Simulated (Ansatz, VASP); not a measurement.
C in VASP and in Ansatz

```xyz
2
Lattice="0.0000 1.7981 1.7981 1.7981 0.0000 1.7981 1.7981 1.7981 0.0000" Properties=species:S:1:pos:R:3 pbc="T T T"
C     0.0000    0.0000    0.0000
C     0.8991    0.8991    0.8991
```

Alike in both runs: task single point; functional PBEsol; k mesh 9 × 9 × 9; no spin polarisation.

|  | VASP | Ansatz |
| --- | --- | --- |
| version | VASP 6.6.1 | Ansatz 0.2.0 |
| potentials or method | VASP PAW PBE potentials, release 64 (C), cutoff 600 eV | plane waves, PAW |
| occupations | gaussian, width 0.01 eV | fixed |
| valence electrons in the cell | 8 | 8 |

VASP gave:

| Property | Result |
| --- | --- |
| pressure (GPa) | -14.7 |

What did Ansatz give for the same quantities?

Pressure (GPa): -15.0.

VASP's potentials were made for PBE, not for PBEsol.
